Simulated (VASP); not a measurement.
# SnO (P4/nmm) in VASP: a series of runs

The runs below take SnO through single point, with PBEsol+D3(BJ).

Program: VASP 6.6.1. These are calculated values, not measurements. Logs are shortened: lines on timing, memory, paths and dates and some standing lists are left out, and cuts for length are marked.

### Step 1. The cell of the first run

The structure is tetragonal, space group P4/nmm (No. 129). The conventional cell has a = 3.612 Å, b = 3.612 Å, c = 5.078 Å, α = 90.00°, β = 90.00°, γ = 90.00°. Sn (site symmetry 4mm) has 4 O at 2.17 Å within 2.9 Å. Within 2.9 Å of O (site symmetry -4m2) lie 4 Sn at 2.17 Å and 4 O at 2.55 Å.

### Step 2. Single point, PBEsol+D3(BJ) (strain -0.050 along x and y, +0.050 along z)

Contents of INCAR:

```
ALGO = Normal ; EDIFF = 1E-6
ENCUT = 520 ; GGA = PS
ISIF = 2 ; ISMEAR = 0
IVDW = 12 ; LASPH = True
LCHARG = False ; LREAL = False
LWAVE = False ; NBANDS = 28
NELM = 100 ; PREC = Accurate
SIGMA = 0.15
```

Contents of KPOINTS:

```
k-points
0
Gamma
  12 12 10
```

Contents of POSCAR:

```
SnO
1.0
    3.6119000000      0.0000000000      0.0000000000
    0.0000000000      3.6119000000      0.0000000000
    0.0000000000      0.0000000000      5.0778000000
Sn O
2 2
Direct
    0.0000000000      0.5000000000      0.2385000000
    0.5000000000      0.0000000000      0.7615000000
    0.0000000000      0.0000000000      0.0000000000
    0.5000000000      0.5000000000      0.0000000000
```

Potentials or basis: VASP PAW PBE potentials, release 64 (Sn_d, O).

Started as:

```sh
$ cat potpaw_PBE.64/Sn_d/POTCAR potpaw_PBE.64/O/POTCAR > POTCAR
$ mpirun -np 1 vasp_std > vasp.out
```

OUTCAR:

```text
EDIFF = 1E-6
   ENCUT = 520
   GGA = PS
   ISIF = 2
   ISMEAR = 0
   IVDW = 12
   LASPH = True
   LREAL = False
   NELM = 100
   PREC = Accurate
 IVDW          = 12

 ion  position               nearest neighbor table
   1  0.000  0.500  0.239-   3 2.17   4 2.17   3 2.17   4 2.17   2 3.52   2 3.52   2 3.52   2 3.52
                             2 3.68   2 3.68   2 3.68   2 3.68
   2  0.500  0.000  0.761-   3 2.17   4 2.17   4 2.17   3 2.17   1 3.52   1 3.52   1 3.52   1 3.52
                             1 3.68   1 3.68   1 3.68   1 3.68
   3  0.000  0.000  0.000-   1 2.17   2 2.17   1 2.17   2 2.17
   4  0.500  0.500  0.000-   1 2.17   2 2.17   2 2.17   1 2.17

  LATTYP: Found a simple tetragonal cell.
 ALAT       =     3.6119000000
 C/A-ratio  =     1.4058528752

  Lattice vectors:

 A1 = (   3.6119000000,   0.0000000000,   0.0000000000)
 A2 = (   0.0000000000,   3.6119000000,   0.0000000000)
 A3 = (   0.0000000000,   0.0000000000,   5.0778000000)

Analysis of symmetry for initial positions (statically):
=====================================================================
 Subroutine PRICEL returns:
 Original cell was already a primitive cell.

 Routine SETGRP: Setting up the symmetry group for a
 simple tetragonal supercell.

 Subroutine GETGRP returns: Found 16 space group operations
 (whereof  8 operations were pure point group operations)
 out of a pool of 16 trial point group operations.

The static configuration has the point symmetry D_2d.
 The point group associated with its full space group is D_4h.

Analysis of symmetry for dynamics (positions and initial velocities):
=====================================================================
 Subroutine PRICEL returns:
 Original cell was already a primitive cell.

 Routine SETGRP: Setting up the symmetry group for a
 simple tetragonal supercell.

 Subroutine GETGRP returns: Found 16 space group operations
 (whereof  8 operations were pure point group operations)
 out of a pool of 16 trial point group operations.

The dynamic configuration has the point symmetry D_2d.
 The point group associated with its full space group is D_4h.

 Subroutine INISYM returns: Found 16 space group operations
 (whereof  8 operations are pure point group operations),
 and found     1 'primitive' translations

----------------------------------------------------------------------------------------

                                     Primitive cell

  volume of cell :      66.2441

  direct lattice vectors                    reciprocal lattice vectors
     3.611900000  0.000000000  0.000000000     0.276862593  0.000000000  0.000000000
     0.000000000  3.611900000  0.000000000     0.000000000  0.276862593  0.000000000
     0.000000000  0.000000000  5.077800000     0.000000000  0.000000000  0.196935681

  length of vectors
     3.611900000  3.611900000  5.077800000     0.276862593  0.276862593  0.196935681

  position of ions in fractional coordinates (direct lattice)
     0.000000000  0.500000000  0.238500000
     0.500000000  0.000000000  0.761500000
     0.000000000  0.000000000  0.000000000
     0.500000000  0.500000000  0.000000000

  ion indices of the primitive-cell ions
   primitive index   ion index
                 1           1
                 2           2
                 3           3
                 4           4

----------------------------------------------------------------------------------------

 KPOINTS: k-points

Automatic generation of k-mesh.
 Grid dimensions read from file:
 generate k-points for:   12   12   10

 Generating k-lattice:

  Cartesian coordinates                     Fractional coordinates (reciprocal lattice)
     0.023071883  0.000000000  0.000000000     0.083333333  0.000000000  0.000000000
     0.000000000  0.023071883  0.000000000     0.000000000  0.083333333  0.000000000
     0.000000000  0.000000000  0.019693568     0.000000000  0.000000000  0.100000000

  Length of vectors
     0.023071883  0.023071883  0.019693568

  Shift w.r.t. Gamma in fractional coordinates (k-lattice)
     0.000000000  0.000000000  0.000000000

 Subroutine IBZKPT returns following result:
 ===========================================

 Found    168 irreducible k-points:

 Following reciprocal coordinates:
            Coordinates               Weight
  0.000000  0.000000  0.000000      1.000000
  0.083333  0.000000  0.000000      4.000000
  0.166667  0.000000  0.000000      4.000000
  0.250000  0.000000  0.000000      4.000000
  0.333333  0.000000  0.000000      4.000000
  0.416667  0.000000  0.000000      4.000000
[... 16 lines left out ...]
  0.333333  0.333333  0.000000      4.000000
  0.416667  0.333333  0.000000      8.000000
 [... further k-points ...]
   k-points           NKPTS =    168   k-points in BZ     NKDIM =    168   number of bands    NBANDS=     28
   number of dos      NEDOS =    301   number of ions     NIONS =      4
   total plane-waves  NPLWV =  31360
   dimension x,y,z NGX =    28 NGY =   28 NGZ =   40
   dimension x,y,z NGXF=    56 NGYF=   56 NGZF=   80
   ions per type =               2   2
   NGX,Y,Z   is equivalent  to a cutoff of  12.89, 12.89, 13.10 a.u.
   NGXF,Y,Z  is equivalent  to a cutoff of  25.78, 25.78, 26.19 a.u.
 SYSTEM =  unknown system
   PREC   = accura    normal or accurate (medium, high low for compatibility)
   ISTART =      0    job   : 0-new  1-cont  2-samecut
   ICHARG =      2    charge: 1-file 2-atom 10-const
   ISPIN  =      1    spin polarized calculation?
   LNONCOLLINEAR =      F non collinear calculations
   LSORBIT =      F    spin-orbit coupling
   LASPH  =      T    aspherical Exc in radial PAW
   ENCUT  =  520.0 eV  38.22 Ry    6.18 a.u.   6.72  6.72  9.44*2*pi/ulx,y,z
   NELM   =    100;   NELMIN=  2; NELMDL= -5     # of ELM steps
   EDIFF  = 0.1E-05   stopping-criterion for ELM
   LREAL  =      F    real-space projection
   EDIFFG = 0.1E-04   stopping-criterion for IOM
   NSW    =      0    number of steps for IOM
   IBRION =     -1    ionic relax: 0-MD 1-quasi-New 2-CG
   NFREE  =      0    steps in history (QN), initial steepest desc. (CG)
   ISIF   =      2    stress and relaxation
   ISYM   =      2    0-nonsym 1-usesym 2-fastsym
   POTIM  = 0.5000    time-step for ionic-motion
   TEBEG  =    0.0;   TEEND  =   0.0 temperature during run
   PSTRESS=    0.0 pullay stress
   NELECT =      40.0000    total number of electrons
   NUPDOWN=      -1.0000    fix difference up-down
   EMIN   =  10.00;   EMAX   =-10.00  energy-range for DOS
   EFERMI =   0.00;   METHOD = LEGACY
   ISMEAR =     0;   SIGMA  =   0.15  broadening in eV -4-tet -1-fermi 0-gaus
   EFERMI_NEDOS =   21; number of points for ismear=-14 and -15
   IALGO  =     38    algorithm
   IMIX   =      4    mixing-type and parameters
     AMIX     =   0.40;   BMIX     =  1.00
     AMIX_MAG =   1.60;   BMIX_MAG =  1.00
  volume/ion in A,a.u.               =      16.56       111.76
  Fermi-wavevector in a.u.,A,eV,Ry     =   1.383712  2.614837 26.050529  1.914660
  Thomas-Fermi vector in A             =   2.508285
   LORBIT       =      0    0 simple, 1 ext, 2 COOP (PROOUT), +10 PAW based schemes
   GGA     = PS    functional components
   LHFCALC =     F    Hartree Fock is set to
   AEXX    =    0.0000 exact exchange contribution
   IVDW    =    12    specifies the selected vdW correction
   LEPSILON=     F    determine dielectric tensor
   LRPA    =     F    only Hartree local field effects (RPA)
 non-spin polarized calculation
 Gauss-broadening in eV      SIGMA  =   0.15
  energy-cutoff  :      520.00
  volume of cell :       66.24
 maximum number of plane-waves:      1812
 NGX is ok and might be reduce to    28
   NGX = 13   NGY = 13   NGZ = 19

 number of electron      40.0000008 magnetization

 Free energy of the ion-electron system (eV)
  ---------------------------------------------------
  ext. energy  EPLUGINS =         0.00000000
  ---------------------------------------------------
  free energy    TOTEN  =       -23.97529066 eV

  energy without entropy =      -23.97160664  energy(sigma->0) =      -23.97344865

 E-fermi :   8.0196     XC(G=0): -10.7547

 val. band max:        8.0175898535   @ k =   0.5000   0.4167   0.0000
 cond. band min:       8.1057643432   @ k =   0.4167   0.4167   0.1000
 fundamental gap:      0.0881744897
 Fermi energy:         8.0195737089

 k-point     1 :       0.0000    0.0000    0.0000
  band No.  band energies     occupation
      1     -14.3422      2.00000
      2     -13.8394      2.00000
      3     -13.7821      2.00000
      4     -13.7821      2.00000
      5     -13.7241      2.00000
      6     -13.7076      2.00000
[... 20 lines left out ...]
     27      14.7529      0.00000
     28      15.0261      0.00000

 k-point     2 :       0.0833    0.0000    0.0000
  band No.  band energies     occupation
      1     -14.3397      2.00000
      2     -13.8362      2.00000
      3     -13.7827      2.00000
      4     -13.7801      2.00000
      5     -13.7260      2.00000
      6     -13.7257      2.00000
[... 20 lines left out ...]
     27      14.9009      0.00000
     28      15.8786      0.00000

 k-point     3 :       0.1667    0.0000    0.0000
  band No.  band energies     occupation
      1     -14.3332      2.00000
      2     -13.8896      2.00000
      3     -13.8049      2.00000
      4     -13.7835      2.00000
      5     -13.7745      2.00000
      6     -13.7300      2.00000
[... 20 lines left out ...]
     27      15.0710      0.00000
     28      17.4652      0.00000

 k-point     4 :       0.2500    0.0000    0.0000
  band No.  band energies     occupation
      1     -14.3238      2.00000
      2     -14.0183      2.00000
      3     -13.7918      2.00000
      4     -13.7826      2.00000
      5     -13.7667      2.00000
      6     -13.7358      2.00000
[... 578 lines left out ...]
     27      15.6705      0.00000
     28      15.6705      0.00000

 k-point    23 :       0.3333    0.3333    0.0000
  band No.  band energies     occupation
      1     -14.3416      2.00000
      2     -14.2758      2.00000
      3     -13.7615      2.00000
      4     -13.7606      2.00000
      5     -13.7529      2.00000
      6     -13.7383      2.00000
[... 20 lines left out ...]
     27      15.3513      0.00000
     28      15.9792      0.00000

 k-point    24 :       0.4167    0.3333    0.0000
  band No.  band energies     occupation
      1     -14.3464      2.00000
      2     -14.3151      2.00000
      3     -13.7673      2.00000
      4     -13.7666      2.00000
      5     -13.7364      2.00000
      6     -13.7271      2.00000
[... 20 lines left out ...]
     27      15.5997      0.00000
     28      16.0436      0.00000

 [... further k-points ...]

------------------------ aborting loop because EDIFF is reached ----------------------------------------

 Edisp (eV)   -0.91331

 E8    (eV) :    -0.6045

  FORCE on cell =-STRESS in cart. coord.  units (eV):
  Direction    XX          YY          ZZ          XY          YZ          ZX
  --------------------------------------------------------------------------------------
  -------------------------------------------------------------------------------------
  Total       3.69478     3.69478    -0.66410     0.00000    -0.00000     0.00000
  in kB      89.36173    89.36173   -16.06192     0.00000    -0.00000     0.00000
  external pressure =       54.22 kB  Pullay stress =        0.00 kB

 VOLUME and BASIS-vectors are now :
 -----------------------------------------------------------------------------
  energy-cutoff  :      520.00
  volume of cell :       66.24
      direct lattice vectors                 reciprocal lattice vectors
     3.611900000  0.000000000  0.000000000     0.276862593  0.000000000  0.000000000
     0.000000000  3.611900000  0.000000000     0.000000000  0.276862593  0.000000000
     0.000000000  0.000000000  5.077800000     0.000000000  0.000000000  0.196935681

 POSITION                                       TOTAL-FORCE (eV/Angst)
 -----------------------------------------------------------------------------------
      0.00000      1.80595      1.21106        -0.000000      0.000000      0.385487
      1.80595      0.00000      3.86674         0.000000      0.000000     -0.385487
      0.00000      0.00000      0.00000         0.000000     -0.000000      0.000000
      1.80595      1.80595      0.00000         0.000000      0.000000      0.000000
 -----------------------------------------------------------------------------------
    total drift:                                0.000000      0.000000      0.000000

  FREE ENERGIE OF THE ION-ELECTRON SYSTEM (eV)
  ---------------------------------------------------
  free  energy   TOTEN  =       -24.8886040149 eV

  energy  without entropy=      -24.8849199916  energy(sigma->0) =      -24.88676200
```

It took 8 min on 1 thread of Intel Xeon 8259CL, shared host; peak memory 0.37 GiB.

Results:

```yaml
Free_energy: -24.8886 eV
Pressure: 5.4 GPa
Largest_force: 0.385 eV/Å
Band_gap_on_the_k_mesh: zero (bands 20 and 21 overlap by 0.54 eV)
Dispersion_energy_per_atom: -0.228 eV
```

Forces on the atoms (eV/Å):
```
Sn   0.000  0.000  0.385
Sn   0.000  0.000 -0.385
O    0.000  0.000  0.000
O    0.000  0.000  0.000
```

Stress tensor (GPa, compression positive):
```
 8.94  0.00  0.00
 0.00  8.94  0.00
 0.00  0.00 -1.61
```

Levels at points of the mesh, in eV from the Fermi level:
```csv
k point,band 18,band 19,band 20,band 21,band 22,band 23
"(0.00, 0.00, 0.00)",-3.27,-3.27,0.18,2.45,3.80,4.82
"(0.50, 0.00, 0.00)",-5.23,-3.36,-3.36,2.70,2.70,6.22
"(0.50, 0.50, 0.00)",-2.58,-2.26,-2.26,-0.35,-0.35,3.73
"(0.00, 0.00, 0.50)",-3.31,-3.29,-3.29,2.19,3.02,3.02
"(0.50, 0.00, 0.50)",-5.21,-2.30,-2.30,1.94,1.94,5.79
"(0.50, 0.50, 0.50)",-2.90,-2.58,-2.58,1.82,1.82,3.36
```

Caveat: the cell differs from its parent crystal (strain -0.050 along x and y, +0.050 along z); the stress differs along the axes, from -2 to 9 GPa; semilocal functionals underestimate gaps, and a narrow one can read as zero; the PAW data sets were made with another functional, which shifts forces and pressure a little; spin-orbit coupling is left out, which moves the levels of the heavy elements.

(Continued in part 2 of 3.)

The gap in the log of VASP goes by the Fermi energy; the results here count the filled bands.